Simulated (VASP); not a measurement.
A run of VASP 6.6.1 is set up as follows.

INCAR

```
SYSTEM = Co
ALGO = Normal
EDIFF = 1E-7
ENCUT = 520
GGA = PE
ISIF = 2
ISMEAR = -1
ISPIN = 2
LASPH = .TRUE.
LCHARG = .TRUE.
LELF = .TRUE.
LMAXMIX = 4
LORBIT = 11
LREAL = .FALSE.
LVHAR = .TRUE.
LWAVE = .FALSE.
MAGMOM = 2 2 2 2
NBANDS = 30
NELM = 150
PREC = Accurate
SIGMA = 0.08
```

The input KPOINTS:

```
k-points
0
G
  8 12 7
  0 0 0
```

POSCAR

```
Co
1.0
    0.0000000000      0.0000000000      4.0699000000
    2.5074000000      0.0000000000      0.0000000000
    0.0000000000      4.3429441948      0.0000000000
Co
4
Direct
    0.2500000000      1.0000000000      0.3333333334
    0.2500000000      0.5000000000      0.8333333334
    0.7500000000      0.5000000000      0.1666666666
    0.7500000000      0.0000000000      0.6666666666
```

Potentials or basis: VASP PAW PBE potentials, release 64 (Co).

Command:

```console
$ cat potpaw_PBE.64/Co/POTCAR > POTCAR
$ mpirun -np 1 vasp_std > vasp.out
```

**Question.** Estimate the net moment.

**Answer.** 6.50 μB per cell.

**Question.** Estimate the pressure.

**Answer.** -4.5 GPa.

**Question.** Predict the site moments.

**Answer.** Co +1.65 μB.

Stress tensor (GPa, compression positive):
```
-3.85  0.00  0.00
 0.00 -4.48  0.00
 0.00  0.00 -5.26
```

Caveat: the cell stands under tension.
